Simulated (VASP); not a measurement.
# TaC2 (P6/mmm) in VASP: single point with PBE

Aim: the single point of TaC2 with PBE.

Everything below comes from runs of VASP 6.6.1. Logs are shortened: lines on timing, memory, paths and dates and some standing lists are left out, and cuts for length are marked.

**1. The cell of the first run**

Symmetry: P6/mmm, No. 191, hexagonal system. Conventional cell: a = 3.782 Å, b = 3.782 Å, c = 3.189 Å, α = 90.00°, β = 90.00°, γ = 120.00°. Ta (site symmetry 6/mmm) has 6 C at 2.18 Å within 2.9 Å. C (site symmetry -6m2) has 3 C at 2.18 Å and 3 Ta at 2.18 Å within 2.9 Å.

**2. Single point, PBE**

The input, POSCAR:

```
TaC2
1.0
    3.7824980198      0.0000000000      0.0000000000
   -1.8912490099      3.2757393749      0.0000000000
    0.0000000000      0.0000000000      3.1888852933
Ta C
1 2
Direct
    0.0000000000      0.0000000000      0.5000000000
    0.3333333333      0.6666666667      0.5000000000
    0.6666666667      0.3333333333      0.5000000000
```

The input, INCAR.step1:

```
SYSTEM = TaC2
PREC     = Accurate       ! precision mode
ENCUT    = 520            ! plane-wave cutoff, eV
EDIFF    = 1E-6           ! SCF threshold, eV
ISMEAR   = 0              ! smearing method
SIGMA    = 0.1            ! smearing width, eV
LREAL    = .FALSE.        ! projectors in reciprocal space
LASPH    = .TRUE.         ! aspherical terms in the spheres
NELM     = 120            ! most SCF steps
ALGO     = Normal         ! electronic algorithm
ISIF     = 2              ! what is computed and relaxed
LWAVE    = .FALSE.        ! write WAVECAR
LCHARG   = .TRUE.         ! write CHGCAR
LMAXMIX  = 4              ! l up to which the mixer works
GGA      = PE             ! functional
NBANDS   = 18             ! bands
GGA_COMPAT= .FALSE.      
NEDOS    = 2001           ! points of the DOS
LORBIT   = 11             ! projections on sites
```

The input, KPOINTS.step1:

```
Automatic mesh
0
G
  12 12 14
  0 0 0
```

The input, INCAR.step2:

```
SYSTEM = TaC2
PREC     = Accurate       ! precision mode
ENCUT    = 520            ! plane-wave cutoff, eV
EDIFF    = 1E-6           ! SCF threshold, eV
ISMEAR   = -5             ! smearing method
SIGMA    = 0.1            ! smearing width, eV
LREAL    = .FALSE.        ! projectors in reciprocal space
LASPH    = .TRUE.         ! aspherical terms in the spheres
NELM     = 120            ! most SCF steps
ALGO     = Normal         ! electronic algorithm
ISIF     = 2              ! what is computed and relaxed
LWAVE    = .FALSE.        ! write WAVECAR
LCHARG   = .FALSE.        ! write CHGCAR
LMAXMIX  = 4              ! l up to which the mixer works
GGA      = PE             ! functional
LORBIT   = 10             ! projections on sites
NEDOS    = 1001           ! points of the DOS
ICHARG   = 11             ! starting density
GGA_COMPAT= .FALSE.
```

The input, KPOINTS.step2:

```
Automatic mesh
0
G
  18 18 21
  0 0 0
```

Potentials or basis: VASP PAW PBE potentials, release 64 (Ta_sv_GW, C).

Command:

```
$ cat potpaw_PBE.64/Ta_sv_GW/POTCAR potpaw_PBE.64/C/POTCAR > POTCAR
$ cp INCAR.step1 INCAR
$ cp KPOINTS.step1 KPOINTS
$ mpirun -np 1 vasp_std > vasp.out
$ cp INCAR.step2 INCAR
$ cp KPOINTS.step2 KPOINTS
$ mpirun -np 1 vasp_std > vasp.out
```

OUTCAR:

```text
SYSTEM = TaC2
   PREC = Accurate
   ENCUT = 520
   EDIFF = 1E-6
   ISMEAR = -5
   LREAL = .FALSE.
   LASPH = .TRUE.
   NELM = 120
   ISIF = 2
   GGA = PE
   LORBIT = 10
   ICHARG = 11

 ion  position               nearest neighbor table
   1  0.000  0.000  0.500-   2 2.18   3 2.18   2 2.18   3 2.18   3 2.18   2 2.18
   2  0.333  0.667  0.500-   1 2.18   1 2.18   1 2.18
   3  0.667  0.333  0.500-   1 2.18   1 2.18   1 2.18

  LATTYP: Found a hexagonal cell.
 ALAT       =     3.7824980198
 C/A-ratio  =     0.8430633081

  Lattice vectors:

 A1 = (   3.7824980198,   0.0000000000,   0.0000000000)
 A2 = (  -1.8912490099,   3.2757393749,   0.0000000000)
 A3 = (   0.0000000000,   0.0000000000,   3.1888852933)

Analysis of symmetry for initial positions (statically):
=====================================================================
 Subroutine PRICEL returns:
 Original cell was already a primitive cell.

 Routine SETGRP: Setting up the symmetry group for a
 hexagonal supercell.

 Subroutine GETGRP returns: Found 24 space group operations
 (whereof 24 operations were pure point group operations)
 out of a pool of 24 trial point group operations.

The static configuration has the point symmetry D_6h.

Analysis of symmetry for dynamics (positions and initial velocities):
=====================================================================
 Subroutine PRICEL returns:
 Original cell was already a primitive cell.

 Routine SETGRP: Setting up the symmetry group for a
 hexagonal supercell.

 Subroutine GETGRP returns: Found 24 space group operations
 (whereof 24 operations were pure point group operations)
 out of a pool of 24 trial point group operations.

The dynamic configuration has the point symmetry D_6h.

 Subroutine INISYM returns: Found 24 space group operations
 (whereof 24 operations are pure point group operations),
 and found     1 'primitive' translations

----------------------------------------------------------------------------------------

                                     Primitive cell

  volume of cell :      39.5118

  direct lattice vectors                    reciprocal lattice vectors
     3.782498020  0.000000000  0.000000000     0.264375551  0.152637296  0.000000000
    -1.891249010  3.275739375  0.000000000     0.000000000  0.305274592  0.000000000
     0.000000000  0.000000000  3.188885293     0.000000000  0.000000000  0.313589204

  length of vectors
     3.782498020  3.782498020  3.188885293     0.305274592  0.305274592  0.313589204

  position of ions in fractional coordinates (direct lattice)
     0.000000000  0.000000000  0.500000000
     0.333333333  0.666666667  0.500000000
     0.666666667  0.333333333  0.500000000

  ion indices of the primitive-cell ions
   primitive index   ion index
                 1           1
                 2           2
                 3           3

----------------------------------------------------------------------------------------

 KPOINTS: Automatic mesh

Automatic generation of k-mesh.
 Grid dimensions read from file:
 generate k-points for:   18   18   21

 Generating k-lattice:

  Cartesian coordinates                     Fractional coordinates (reciprocal lattice)
     0.014687531  0.008479850  0.000000000     0.055555556 -0.000000000  0.000000000
     0.000000000  0.016959700  0.000000000     0.000000000  0.055555556  0.000000000
     0.000000000  0.000000000  0.014932819     0.000000000  0.000000000  0.047619048

  Length of vectors
     0.016959700  0.016959700  0.014932819

  Shift w.r.t. Gamma in fractional coordinates (k-lattice)
     0.000000000  0.000000000  0.000000000

 TETIRR: Found   6759 inequivalent tetrahedra from    40824

 Subroutine IBZKPT returns following result:
 ===========================================

 Found    407 irreducible k-points:

 Following reciprocal coordinates:
            Coordinates               Weight
  0.000000  0.000000  0.000000      1.000000
  0.055556 -0.000000  0.000000      6.000000
  0.111111 -0.000000  0.000000      6.000000
  0.166667 -0.000000  0.000000      6.000000
  0.222222 -0.000000  0.000000      6.000000
  0.277778 -0.000000  0.000000      6.000000
[... 16 lines left out ...]
  0.333333  0.111111  0.000000     12.000000
  0.388889  0.111111  0.000000     12.000000
 [... further k-points ...]
   k-points           NKPTS =    407   k-points in BZ     NKDIM =    407   number of bands    NBANDS=     14
   number of dos      NEDOS =   1001   number of ions     NIONS =      3
   total plane-waves  NPLWV =  18816
   dimension x,y,z NGX =    28 NGY =   28 NGZ =   24
   dimension x,y,z NGXF=    56 NGYF=   56 NGZF=   48
   ions per type =               1   2
   NGX,Y,Z   is equivalent  to a cutoff of  12.31, 12.31, 12.51 a.u.
   NGXF,Y,Z  is equivalent  to a cutoff of  24.61, 24.61, 25.02 a.u.
 SYSTEM =  TaC2
   PREC   = accura    normal or accurate (medium, high low for compatibility)
   ISTART =      0    job   : 0-new  1-cont  2-samecut
   ICHARG =     11    charge: 1-file 2-atom 10-const
   ISPIN  =      1    spin polarized calculation?
   LNONCOLLINEAR =      F non collinear calculations
   LSORBIT =      F    spin-orbit coupling
   LASPH  =      T    aspherical Exc in radial PAW
   ENCUT  =  520.0 eV  38.22 Ry    6.18 a.u.   7.03  7.03  5.93*2*pi/ulx,y,z
   NELM   =    120;   NELMIN=  2; NELMDL=  0     # of ELM steps
   EDIFF  = 0.1E-05   stopping-criterion for ELM
   LREAL  =      F    real-space projection
   EDIFFG = 0.1E-04   stopping-criterion for IOM
   NSW    =      0    number of steps for IOM
[... 5 lines left out ...]
   TEBEG  =    0.0;   TEEND  =   0.0 temperature during run
   PSTRESS=    0.0 pullay stress
   NELECT =      21.0000    total number of electrons
   NUPDOWN=      -1.0000    fix difference up-down
   EMIN   =  10.00;   EMAX   =-10.00  energy-range for DOS
   EFERMI =   0.00;   METHOD = LEGACY
   ISMEAR =    -5;   SIGMA  =   0.10  broadening in eV -4-tet -1-fermi 0-gaus
   EFERMI_NEDOS =   21; number of points for ismear=-14 and -15
   IALGO  =     38    algorithm
   IMIX   =      4    mixing-type and parameters
     AMIX     =   0.40;   BMIX     =  1.00
     AMIX_MAG =   1.60;   BMIX_MAG =  1.00
  volume/ion in A,a.u.               =      13.17        88.88
  Fermi-wavevector in a.u.,A,eV,Ry     =   1.326088  2.505943 23.925966  1.758509
  Thomas-Fermi vector in A             =   2.455501
   LORBIT       =     10    0 simple, 1 ext, 2 COOP (PROOUT), +10 PAW based schemes
   GGA     = PE    functional components
   LHFCALC =     F    Hartree Fock is set to
   AEXX    =    0.0000 exact exchange contribution
   IVDW    =     0    specifies the selected vdW correction
   LEPSILON=     F    determine dielectric tensor
   LRPA    =     F    only Hartree local field effects (RPA)
 non-spin polarized calculation
 Fermi weights with tetrahedron method with Bloechl corrections
  energy-cutoff  :      520.00
  volume of cell :       39.51
 maximum number of plane-waves:      1084

 number of electron      21.0000004 magnetization

 Free energy of the ion-electron system (eV)
  ---------------------------------------------------
  ext. energy  EPLUGINS =         0.00000000
  ---------------------------------------------------
  free energy    TOTEN  =       -26.22965288 eV

  energy without entropy =      -26.22965288  energy(sigma->0) =      -26.22965288

 E-fermi :   6.3814     XC(G=0): -11.4312

 val. band max:        6.4148443366   @ k =   0.2222   0.2222   0.2381
 cond. band min:       6.3071148173   @ k =   0.2222   0.1111   0.4762
 fundamental gap:     -0.1077295194
 Fermi energy:         6.3813554734

 k-point     1 :       0.0000    0.0000    0.0000
  band No.  band energies     occupation
      1     -61.3002      2.00000
      2     -27.7561      2.00000
      3     -27.7561      2.00000
      4     -27.7510      2.00000
      5      -7.2888      2.00000
      6       0.3355      2.00000
      7       0.3356      2.00000
      8       1.0941      2.00000
      9       4.1516      2.00000
     10       5.6576      2.00000
     11       8.9623      0.00000
     12       8.9623      0.00000
     13       9.3613      0.00000
     14       9.3617      0.00000

 k-point     2 :       0.0556   -0.0000    0.0000
  band No.  band energies     occupation
      1     -61.3001      2.00000
      2     -27.7601      2.00000
      3     -27.7571      2.00000
      4     -27.7508      2.00000
      5      -7.2381      2.00000
      6      -0.1422      2.00000
      7       0.3833      2.00000
      8       1.6415      2.00000
      9       4.1656      2.00000
     10       5.6182      2.00000
     11       8.7484      0.00000
     12       8.8887      0.00000
     13       9.3510      0.00000
     14       9.4351      0.00000
[... 343 lines left out ...]
      1     -61.2979      2.00000
      2     -27.8690      2.00000
      3     -27.7955      2.00000
      4     -27.7433      2.00000
      5      -5.0758      2.00000
      6      -3.3509      2.00000
      7       1.7489      2.00000
      8       4.2305      2.00000
      9       4.7727      2.00000
     10       5.0209      2.00000
     11       6.0725      2.00000
     12       7.5507      0.00000
     13       8.5259      0.00000
     14       9.8821      0.00000

 k-point    24 :       0.3889    0.1111    0.0000
  band No.  band energies     occupation
      1     -61.2977      2.00000
      2     -27.8786      2.00000
      3     -27.7993      2.00000
      4     -27.7426      2.00000
      5      -4.6090      2.00000
      6      -3.7375      2.00000
      7       1.7368      2.00000
      8       4.2762      2.00000
      9       4.8075      2.00000
     10       5.0038      2.00000
     11       5.6669      2.00000
     12       7.3945      0.00000
     13       9.4145      0.00000
     14       9.8658      0.00000

 [... further k-points ...]

------------------------ aborting loop because EDIFF is reached ----------------------------------------

  FORCE on cell =-STRESS in cart. coord.  units (eV):
  Direction    XX          YY          ZZ          XY          YZ          ZX
  --------------------------------------------------------------------------------------
  -------------------------------------------------------------------------------------
  Total       -0.2689918     -0.2689918      0.5921163      0.0000000      0.0000000      0.0000000
  in kB      -10.9074352    -10.9074352     24.0099156      0.0000000      0.0000000      0.0000000
  external PRESSURE =       0.7316817 kB  Pullay stress =       0.0000000 kB

 VOLUME and BASIS-vectors are now :
 -----------------------------------------------------------------------------
  energy-cutoff  :      520.00
  volume of cell :       39.51
      direct lattice vectors                 reciprocal lattice vectors
     3.782498020  0.000000000  0.000000000     0.264375551  0.152637296  0.000000000
    -1.891249010  3.275739375  0.000000000     0.000000000  0.305274592  0.000000000
     0.000000000  0.000000000  3.188885293     0.000000000  0.000000000  0.313589204

 POSITION                                       TOTAL-FORCE (eV/Angst)
 -----------------------------------------------------------------------------------
      0.00000      0.00000      1.59444        -0.000000      0.000000      0.000000
     -0.00000      2.18383      1.59444        -0.000000     -0.000000      0.000000
      1.89125      1.09191      1.59444         0.000000      0.000000      0.000000
 -----------------------------------------------------------------------------------
    total drift:                               -0.000000      0.000000     -0.000000

  FREE ENERGIE OF THE ION-ELECTRON SYSTEM (eV)
  ---------------------------------------------------
  free  energy   TOTEN  =       -26.2296528764 eV

  energy  without entropy=      -26.2296528764  energy(sigma->0) =      -26.22965288

 total charge

# of ion       s       p       d       f       tot
--------------------------------------------------
    1        3.463   6.032   2.353   0.082  11.930
    2        0.962   1.297   0.000   0.000   2.259
    3        0.962   1.297   0.000   0.000   2.259
--------------------------------------------------
tot          5.386   8.627   2.353   0.082  16.448
```

Run time: 2.4 min. Hardware: 1 thread of AMD EPYC 9R45 (Zen 5), shared host; peak memory 0.34 GiB.

Results:

* Valence electrons inside the program's atomic spheres: Ta 11.93; C 2.26

Levels at points of the mesh, in eV from the Fermi level:
```
           k point  band 9  band 10  band 11  band 12  band 13  band 14
(0.00, 0.00, 0.00)   -2.23    -0.72     2.58     2.58     2.98     2.98
(0.50, 0.00, 0.00)   -1.64    -1.48    -0.92     1.68     2.66     3.19
```

Caveat: spin-orbit coupling is left out, which moves the levels of the heavy elements; an odd number of electrons without spin polarisation forces a metal; a magnetic or distorted state may lie lower.
